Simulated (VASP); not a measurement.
# Pt3Rh (Pm-3m) in VASP: notebook

Pt3Rh is run at these levels: LDA; tasks: single point.

Everything below comes from runs of VASP 6.6.1. Logs are shortened: lines on timing, memory, paths and dates and some standing lists are left out, and cuts for length are marked.

### Step 1. The cell of the first run

The structure is cubic, space group Pm-3m (No. 221). Conventional cell: a = 3.704 Å, b = 3.704 Å, c = 3.704 Å, α = 90.00°, β = 90.00°, γ = 90.00°. Within 3.5 Å of Rh (site symmetry m-3m) lie 12 Pt at 2.62 Å. Pt (site symmetry 4/mmm) has 4 Rh at 2.62 Å and 8 Pt at 2.62 Å within 3.5 Å.

### Step 2. Single point, LDA

Input file INCAR:

```
ALGO = Fast
EDIFF = 1E-7
ENCUT = 520
ISIF = 2
ISMEAR = 0
LASPH = T
LCHARG = F
LREAL = F
LWAVE = F
NBANDS = 30
NELM = 80
PREC = Accurate
SIGMA = 0.05
```

Input file KPOINTS:

```
k-points
0
Gamma
  10 10 10
```

Input file POSCAR:

```
Pt3Rh
1.0
    3.7036947054      0.0000000000      0.0000000000
    0.0000000000      3.7036947054      0.0000000000
    0.0000000000      0.0000000000      3.7036947054
Rh Pt
1 3
Direct
    0.5000000000      0.5000000000      0.5000000000
    0.5000000000      0.0000000000      0.0000000000
    0.0000000000      0.5000000000      0.0000000000
    0.0000000000      0.0000000000      0.5000000000
```

Potentials or basis: VASP PAW LDA potentials, release 64 (Rh_pv, Pt).

Launch:

```bash
cat potpaw_LDA.64/Rh_pv/POTCAR potpaw_LDA.64/Pt/POTCAR > POTCAR
mpirun -np 1 vasp_std > vasp.out
```

OUTCAR:

```text
EDIFF = 1E-7
   ENCUT = 520
   ISIF = 2
   ISMEAR = 0
   LASPH = T
   LREAL = F
   NELM = 80
   PREC = Accurate

 ion  position               nearest neighbor table
   1  0.500  0.500  0.500-   2 2.62   3 2.62   4 2.62   2 2.62   3 2.62   2 2.62   4 2.62   2 2.62
                             3 2.62   4 2.62   3 2.62   4 2.62
   2  0.500  0.000  0.000-   1 2.62   3 2.62   4 2.62   1 2.62   4 2.62   1 2.62   3 2.62   1 2.62
                             3 2.62   4 2.62   4 2.62   3 2.62
   3  0.000  0.500  0.000-   1 2.62   2 2.62   4 2.62   1 2.62   4 2.62   2 2.62   4 2.62   4 2.62
                             1 2.62   2 2.62   1 2.62   2 2.62
   4  0.000  0.000  0.500-   1 2.62   2 2.62   3 2.62   2 2.62   3 2.62   1 2.62   3 2.62   3 2.62
                             1 2.62   2 2.62   2 2.62   1 2.62

  LATTYP: Found a simple cubic cell.
 ALAT       =     3.7036947054

  Lattice vectors:

 A1 = (   3.7036947054,   0.0000000000,   0.0000000000)
 A2 = (   0.0000000000,   3.7036947054,   0.0000000000)
 A3 = (   0.0000000000,   0.0000000000,   3.7036947054)

Analysis of symmetry for initial positions (statically):
=====================================================================
 Subroutine PRICEL returns:
 Original cell was already a primitive cell.

 Routine SETGRP: Setting up the symmetry group for a
 simple cubic supercell.

 Subroutine GETGRP returns: Found 48 space group operations
 (whereof 48 operations were pure point group operations)
 out of a pool of 48 trial point group operations.

The static configuration has the point symmetry O_h .

Analysis of symmetry for dynamics (positions and initial velocities):
=====================================================================
 Subroutine PRICEL returns:
 Original cell was already a primitive cell.

 Routine SETGRP: Setting up the symmetry group for a
 simple cubic supercell.

 Subroutine GETGRP returns: Found 48 space group operations
 (whereof 48 operations were pure point group operations)
 out of a pool of 48 trial point group operations.

The dynamic configuration has the point symmetry O_h .

 Subroutine INISYM returns: Found 48 space group operations
 (whereof 48 operations are pure point group operations),
 and found     1 'primitive' translations

----------------------------------------------------------------------------------------

                                     Primitive cell

  volume of cell :      50.8049

[... 88 lines left out ...]
   LSORBIT =      F    spin-orbit coupling
   LASPH  =      T    aspherical Exc in radial PAW
   ENCUT  =  520.0 eV  38.22 Ry    6.18 a.u.   6.89  6.89  6.89*2*pi/ulx,y,z
   NELM   =     80;   NELMIN=  2; NELMDL= -5     # of ELM steps
   EDIFF  = 0.1E-06   stopping-criterion for ELM
   LREAL  =      F    real-space projection
   EDIFFG = 0.1E-05   stopping-criterion for IOM
   NSW    =      0    number of steps for IOM
   IBRION =     -1    ionic relax: 0-MD 1-quasi-New 2-CG
   NFREE  =      0    steps in history (QN), initial steepest desc. (CG)
   ISIF   =      2    stress and relaxation
   ISYM   =      2    0-nonsym 1-usesym 2-fastsym
   POTIM  = 0.5000    time-step for ionic-motion
   TEBEG  =    0.0;   TEEND  =   0.0 temperature during run
   PSTRESS=    0.0 pullay stress
   NELECT =      45.0000    total number of electrons
   NUPDOWN=      -1.0000    fix difference up-down
   EMIN   =  10.00;   EMAX   =-10.00  energy-range for DOS
   EFERMI =   0.00;   METHOD = LEGACY
   ISMEAR =     0;   SIGMA  =   0.05  broadening in eV -4-tet -1-fermi 0-gaus
   EFERMI_NEDOS =   21; number of points for ismear=-14 and -15
   IALGO  =     68    algorithm
   IMIX   =      4    mixing-type and parameters
     AMIX     =   0.40;   BMIX     =  1.00
     AMIX_MAG =   1.60;   BMIX_MAG =  1.00
  volume/ion in A,a.u.               =      12.70        85.71
  Fermi-wavevector in a.u.,A,eV,Ry     =   1.572210  2.971046 33.631473  2.471844
  Thomas-Fermi vector in A             =   2.673678
   LORBIT       =      0    0 simple, 1 ext, 2 COOP (PROOUT), +10 PAW based schemes
   GGA     = CA    functional components
   LHFCALC =     F    Hartree Fock is set to
   AEXX    =    0.0000 exact exchange contribution
   IVDW    =     0    specifies the selected vdW correction
   LEPSILON=     F    determine dielectric tensor
   LRPA    =     F    only Hartree local field effects (RPA)
 non-spin polarized calculation
 RMM-DIIS sequential band-by-band and
 Gauss-broadening in eV      SIGMA  =   0.05
  energy-cutoff  :      520.00
  volume of cell :       50.80
 maximum number of plane-waves:      1406
 NGX is ok and might be reduce to    28
   NGX = 13   NGY = 13   NGZ = 13

 number of electron      44.9999992 magnetization

 Free energy of the ion-electron system (eV)
  ---------------------------------------------------
  ext. energy  EPLUGINS =         0.00000000
  ---------------------------------------------------
  free energy    TOTEN  =       -30.22267292 eV

  energy without entropy =      -30.21567270  energy(sigma->0) =      -30.21917281

 E-fermi :  14.4575     XC(G=0): -14.7443

 val. band max:       14.4545735869   @ k =   0.5000   0.3000   0.3000
 cond. band min:      14.4616734064   @ k =   0.4000   0.4000   0.3000
 fundamental gap:      0.0070998195
 Fermi energy:        14.4574777487

 k-point     1 :       0.0000    0.0000    0.0000
  band No.  band energies     occupation
      1     -32.2660      2.00000
      2     -32.2660      2.00000
      3     -32.2660      2.00000
      4       2.8807      2.00000
      5       5.5171      2.00000
      6       5.7949      2.00000
[... 781 lines left out ...]
     29      23.8432      0.00000
     30      27.1141      0.00000

 [... further k-points ...]
[... 5 lines left out ...]
  --------------------------------------------------------------------------------------
  -------------------------------------------------------------------------------------
  Total       17.1450092     17.1450092     17.1450092      0.0000000      0.0000000     -0.0000000
  in kB      540.6830593    540.6830593    540.6830593      0.0000000      0.0000000     -0.0000000
  external PRESSURE =     540.6830593 kB  Pullay stress =       0.0000000 kB

 VOLUME and BASIS-vectors are now :
 -----------------------------------------------------------------------------
  energy-cutoff  :      520.00
  volume of cell :       50.80
      direct lattice vectors                 reciprocal lattice vectors
     3.703694705  0.000000000  0.000000000     0.270000656  0.000000000  0.000000000
     0.000000000  3.703694705  0.000000000     0.000000000  0.270000656  0.000000000
     0.000000000  0.000000000  3.703694705     0.000000000  0.000000000  0.270000656

 POSITION                                       TOTAL-FORCE (eV/Angst)
 -----------------------------------------------------------------------------------
      1.85185      1.85185      1.85185         0.000000      0.000000      0.000000
      1.85185      0.00000      0.00000         0.000000      0.000000      0.000000
      0.00000      1.85185      0.00000         0.000000      0.000000      0.000000
      0.00000      0.00000      1.85185         0.000000      0.000000      0.000000
 -----------------------------------------------------------------------------------
    total drift:                                0.000000      0.000000      0.000000

  FREE ENERGIE OF THE ION-ELECTRON SYSTEM (eV)
  ---------------------------------------------------
  free  energy   TOTEN  =       -30.2226729173 eV

  energy  without entropy=      -30.2156726956  energy(sigma->0) =      -30.21917281
```

OSZICAR:

```text
N       E                     dE             d eps       ncg     rms          rms(c)
DAV:   1     0.384006871472E+03    0.38401E+03   -0.24982E+04  3368   0.155E+03
DAV:   2    -0.209111950112E+02   -0.40492E+03   -0.38942E+03  3618   0.414E+02
DAV:   3    -0.320507831720E+02   -0.11140E+02   -0.10943E+02  3804   0.723E+01
DAV:   4    -0.321430152330E+02   -0.92232E-01   -0.92199E-01  3768   0.660E+00
DAV:   5    -0.321442156041E+02   -0.12004E-02   -0.12003E-02  3840   0.803E-01    0.381E+01
RMM:   6    -0.308378428379E+02    0.13064E+01   -0.32067E+00  3382   0.102E+01    0.218E+01
RMM:   7    -0.315614321695E+02   -0.72359E+00   -0.42529E+00  3489   0.129E+01    0.133E+01
RMM:   8    -0.302412428652E+02    0.13202E+01   -0.13166E+00  3408   0.736E+00    0.264E+00
RMM:   9    -0.302253383669E+02    0.15904E-01   -0.78997E-02  3494   0.151E+00    0.113E+00
RMM:  10    -0.302226686856E+02    0.26697E-02   -0.76650E-03  3581   0.587E-01    0.245E-01
RMM:  11    -0.302226625728E+02    0.61128E-05   -0.81087E-04  3692   0.153E-01    0.104E-01
RMM:  12    -0.302226712532E+02   -0.86804E-05   -0.11808E-04  3980   0.628E-02    0.218E-02
RMM:  13    -0.302226723472E+02   -0.10940E-05   -0.26972E-05  3797   0.323E-02    0.137E-02
RMM:  14    -0.302226728481E+02   -0.50090E-06   -0.64627E-06  4055   0.147E-02    0.557E-03
RMM:  15    -0.302226729106E+02   -0.62546E-07   -0.12232E-06  3396   0.642E-03    0.178E-03
RMM:  16    -0.302226729173E+02   -0.67039E-08   -0.25734E-07  2345   0.317E-03
   1 F= -.30222673E+02 E0= -.30219173E+02  d E =-.700022E-02
```

It took 82 s on 1 thread of Intel Xeon Platinum 8488C (Sapphire Rapids), shared host; peak memory 0.19 GiB.

Results:

```
Free energy : -30.2227 eV
Pressure    : 54.1 GPa
```

Caveat: spin-orbit coupling is left out, which moves the levels of the heavy elements.

### Step 3. Single point, LDA

This run uses another cell than the first one, of 14.94 Å³/atom, 1.176 times its volume.

INCAR: that of step 2 with these lines changed.

```diff
@@ -1,2 +1,2 @@
-ALGO = Fast
+ALGO = Normal
 EDIFF = 1E-7
```

KPOINTS is that of step 2.

Input file POSCAR:

```
Pt3Rh
1.0
    3.9098689896      0.0000000000      0.0000000000
    0.0000000000      3.9098689896      0.0000000000
    0.0000000000      0.0000000000      3.9098689896
Rh Pt
1 3
Direct
    0.5000000000      0.5000000000      0.5000000000
    0.5000000000      0.0000000000      0.0000000000
    0.0000000000      0.5000000000      0.0000000000
    0.0000000000      0.0000000000      0.5000000000
```

Potentials or basis: VASP PAW LDA potentials, release 64 (Rh_pv, Pt).

Launch:

```bash
cat potpaw_LDA.64/Rh_pv/POTCAR potpaw_LDA.64/Pt/POTCAR > POTCAR
mpirun -np 1 vasp_std > vasp.out
```

It took 81 s on 1 thread of Intel Xeon Platinum 8488C (Sapphire Rapids), shared host; peak memory 0.21 GiB.

Results (log left out):

- Free energy: -31.1662 eV
- Pressure: -10.3 GPa

Levels at points of the mesh, in eV from the Fermi level:
| k point | band 21 | band 22 | band 23 | band 24 | band 25 | band 26 |
| --- | --- | --- | --- | --- | --- | --- |
| (0.00, 0.00, 0.00) | 0.46 | 0.67 | 0.67 | 0.67 | 2.06 | 2.06 |
| (0.50, 0.00, 0.00) | -1.37 | -0.89 | -0.52 | 0.47 | 0.68 | 7.24 |
| (0.50, 0.50, 0.00) | -1.74 | -1.36 | -1.36 | 1.92 | 1.93 | 1.93 |
| (0.50, 0.50, 0.50) | 0.02 | 0.02 | 0.21 | 0.21 | 0.21 | 0.25 |

Caveat: spin-orbit coupling is left out, which moves the levels of the heavy elements.

### Step 4. Single point, LDA

This run uses another cell than the first one, of 14.94 Å³/atom, 1.176 times its volume.

Input file INCAR:

```
SYSTEM = Pt3Rh
ALGO = Normal ; EDIFF = 1E-6
ENCUT = 520 ; GGA = CA
ISIF = 2 ; ISMEAR = 0
LASPH = .TRUE. ; LCHARG = .FALSE.
LREAL = .FALSE. ; LWAVE = .FALSE.
NBANDS = 30 ; NELM = 80
PREC = Accurate ; SIGMA = 0.05
```

Input file KPOINTS:

```
k-points
0
G
  10 10 10
  0 0 0
```

POSCAR is that of step 3.

Launch:

```bash
cat potpaw_LDA.64/Rh_pv/POTCAR potpaw_LDA.64/Pt/POTCAR > POTCAR
mpirun -np 1 vasp_std > vasp.out
```

It took 68 s on 1 thread of Intel Xeon Platinum 8488C (Sapphire Rapids), shared host; peak memory 0.21 GiB.

Results (log left out):

| Property | Result |
| --- | --- |
| Free energy | -31.1662 eV |
| Pressure | -10.3 GPa |

Levels at points of the mesh, in eV from the Fermi level:
| k point | band 21 | band 22 | band 23 | band 24 | band 25 | band 26 |
| --- | --- | --- | --- | --- | --- | --- |
| (0.00, 0.00, 0.00) | 0.46 | 0.67 | 0.67 | 0.67 | 2.06 | 2.06 |
| (0.50, 0.00, 0.00) | -1.37 | -0.89 | -0.52 | 0.47 | 0.68 | 7.24 |
| (0.50, 0.50, 0.00) | -1.74 | -1.36 | -1.36 | 1.92 | 1.93 | 1.93 |
| (0.50, 0.50, 0.50) | 0.02 | 0.02 | 0.21 | 0.21 | 0.21 | 0.25 |

Caveat: spin-orbit coupling is left out, which moves the levels of the heavy elements.
